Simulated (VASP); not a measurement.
Input of a VASP 6.6.1 run:

Contents of INCAR:

```
PREC = Accurate
ENCUT = 520
EDIFF = 1E-6
ISMEAR = 0
SIGMA = 0.1
LREAL = False
LASPH = True
NELM = 100
ALGO = Normal
ISIF = 2
LWAVE = False
LCHARG = False
GGA = PE
NBANDS = 34
```

Contents of KPOINTS:

```
Automatic mesh
0
Gamma
  6 6 4
```

File POSCAR:

```
Ga3O2
1.0
    3.6176793000      0.0000000000      0.0000000000
    0.0000000000      3.6176793000      0.0000000000
    0.0000000000      0.0000000000      6.6330169600
Ga O
3 2
Direct
    0.5000000000      0.5000000000      0.5000000000
    0.0000000000      0.0000000000      0.2436423800
    0.0000000000      0.0000000000      0.7563576200
    0.0000000000      0.5000000000      0.5000000000
    0.5000000000      0.0000000000      0.5000000000
```

Potentials or basis: VASP PAW PBE potentials, release 64 (Ga_d, O).

The run is started by

```console
$ cat potpaw_PBE.64/Ga_d/POTCAR potpaw_PBE.64/O/POTCAR > POTCAR
$ mpirun -np 1 vasp_std > vasp.out
```

(1) What does it give for the largest force?

(2) What does it give for the band gap on the k mesh?

(3) Predict the pressure.

## Answers

(1) 1.319 eV/Å.

(2) zero (an odd number of electrons rules out a gap without spin polarisation).

(3) 13.8 GPa.

Caveat: the stress differs along the axes, from 6 to 18 GPa; an odd number of electrons without spin polarisation forces a metal; a magnetic or distorted state may lie lower.
